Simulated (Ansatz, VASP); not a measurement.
**BAs: VASP beside Ansatz**

```xyz
2
Lattice="0.0000 2.3661 2.3661 2.3661 0.0000 2.3661 2.3661 2.3661 0.0000" Properties=species:S:1:pos:R:3 pbc="T T T"
B     0.0000    0.0000    0.0000
As    1.1831    1.1831    1.1831
```

Alike in both runs: functional LDA; k mesh 7 × 7 × 7; occupations fermi-dirac, width 0.01 eV; no spin polarisation.

Ansatz relaxed the structure, and its values are those at the end. VASP's run is a single point on that final structure, the one shown.

```csv
,VASP,Ansatz
version,VASP 6.6.1,Ansatz 0.2.0
potentials or method,"VASP PAW LDA potentials, release 64 (B, As_d), cutoff 560 eV","plane waves, PAW"
valence electrons in the cell,18,18
```

Ansatz gave:

| Item | Value |
| --- | --- |
| pressure (GPa) | 0.0 |

Question: Estimate VASP's values.

Answer: Pressure (GPa): 1.0.

LDA's correlation is that of Perdew and Zunger in VASP and of Perdew and Wang (1992) in Ansatz.
